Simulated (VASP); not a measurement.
Set up this calculation in VASP 6.6.1, as the native input.

| Property | Result |
| --- | --- |
| Task | single point |
| Functional | PBEsol |
| Potentials or basis | VASP PAW PBE potentials, release 64 (Y_sv) |
| Cutoff | 520 eV |
| k mesh | 8 × 8 × 5 |
| Occupations | fermi-dirac, width 0.05 eV |
| Spin | no spin polarisation |
| Dipole correction | no |
| Further INCAR settings | ALGO = Fast; EDIFF = 1e-07; NBANDS = 18 |

The structure of Y lies in POSCAR:

```
Y
1.0
    3.6953976095      0.0000000000      0.0000000000
   -1.8476988047      3.2003082069      0.0000000000
    0.0000000000      0.0000000000      5.8060112795
Y
2
Direct
    0.6666666667      0.3333333333      0.7500000000
    0.3333333333      0.6666666667      0.2500000000
```

This cell differs from its parent crystal: volume scaled by 1.04.

These files were run (other wordings do the same):

INCAR

```
SYSTEM = Y
PREC     = Accurate       ! precision mode
ENCUT    = 520            ! plane-wave cutoff, eV
EDIFF    = 1E-7           ! SCF threshold, eV
ISMEAR   = -1             ! smearing method
SIGMA    = 0.05           ! smearing width, eV
LREAL    = .False.        ! projectors in reciprocal space
LASPH    = .True.         ! aspherical terms in the spheres
NELM     = 100            ! most SCF steps
ALGO     = Fast           ! electronic algorithm
ISIF     = 2              ! what is computed and relaxed
LWAVE    = .False.        ! write WAVECAR
LCHARG   = .True.         ! write CHGCAR
GGA      = PS             ! functional
LELF     = .True.         ! ELF
LVHAR    = .True.       
NBANDS   = 18             ! bands
```

KPOINTS

```
Automatic mesh
0
Gamma
  8 8 5
  0 0 0
```

Potentials or basis: VASP PAW PBE potentials, release 64 (Y_sv).

The run is started by

```sh
$ cat potpaw_PBE.64/Y_sv/POTCAR > POTCAR
$ mpirun -np 1 vasp_std > vasp.out
```

It gave:

The pressure is -3.4 GPa. The band gap on the k mesh is zero (band 11 reaches 3.44 eV, above the bottom of band 12 at 2.21 eV).

Caveat: the PAW data sets were made with another functional, which shifts forces and pressure a little.

It used 150 s of CPU time on 1 thread of AMD EPYC 7R13 Processor (Zen 3) (shared host).
